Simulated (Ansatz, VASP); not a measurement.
**PtSeS4 in VASP and in Ansatz**

File INCAR:

```
  PREC = Accurate
  ENCUT = 520
  EDIFF = 1E-7
  ISMEAR = 0
  SIGMA = 0.1
  LREAL = False
  LASPH = True
  NELM = 100
  ALGO = Normal
  ISIF = 2
  LWAVE = False
  LCHARG = True
  GGA = PE
  LELF = True
  LVHAR = True
  NBANDS = 29
```

Contents of KPOINTS:

```
regular mesh
0
Gamma
  3 3 4
```

File POSCAR:

```
PtSeS4
1.0
    5.8273217300      0.0000000000      0.0000000000
   -2.9136608700      5.0466086600      0.0000000000
    0.0000000000      0.0000000000      4.8139557100
Pt Se S
1 1 4
Direct
    0.3333333300      0.6666666700      0.0000000000
    0.0000000000      0.0000000000      0.0000000000
    0.6666666700      0.3333333300      0.0000000000
    0.4993275100      0.9986550200      0.5000000000
    0.0013449800      0.5006724900      0.5000000000
    0.4993275100      0.5006724900      0.5000000000
```

Input for Ansatz:

```yaml
crystal:
  lattice:
    - [5.82732173, 0.0, 0.0]
    - [-2.91366087, 5.04660866, 0.0]
    - [0.0, 0.0, 4.81395571]
  atoms:
    - { symbol: Pt, position: [0.33333333, 0.66666667, 0.0] }
    - { symbol: Se, position: [0.0, 0.0, 0.0] }
    - { symbol: S, position: [0.66666667, 0.33333333, 0.0] }
    - { symbol: S, position: [0.49932751, 0.99865502, 0.5] }
    - { symbol: S, position: [0.00134498, 0.50067249, 0.5] }
    - { symbol: S, position: [0.49932751, 0.50067249, 0.5] }
basis:
  ecutwfc: 420
kpoints:
  mp_grid: { grid: [3, 3, 4] }
hamiltonian:
  xc: pbe
scf:
  occupations: { method: gaussian, width: 0.1 }
  lower_state_search: "off"
output:
  forces: true
  stress: true
  eigenvalues: true
```

Change from the starting cell: species swapped into the CePt4Rh type (P-6m2, No. 187).

Alike in both runs: task single point; functional PBE; k mesh 3 × 3 × 4; occupations gaussian, width 0.1 eV; no spin polarisation.

```csv
,VASP,Ansatz
version,VASP 6.6.1,Ansatz 0.2.0
potentials or method,"VASP PAW PBE potentials, release 64 (Pt, Se, S), cutoff 520 eV","scalar-relativistic, plane waves, PAW"
valence electrons in the cell,40,58
```

|  | VASP | Ansatz | Ansatz less VASP |
| --- | --- | --- | --- |
| gap on the k mesh at the Fermi level (eV) | none | none | - |
| pressure (GPa) | -13.0 | -12.9 | +0.06 |
| traceless stress, the component that is largest in VASP (GPa) | -3.00 | -3.00 | -0.003 |
| rms of the force components (eV/Å) | 0.323 | 0.321 | -0.0021 |

Atom by atom the forces differ by 0.002 eV/Å (rms over components). A gap of «none» marks a metal or a gap that the smearing closes. VASP's potentials hold 40 valence electrons a cell and Ansatz's 58, so a difference there can come from the potentials and not from the codes.

The k mesh is coarse, so the values compare programs but aren't converged. Neither program's run includes spin-orbit coupling.
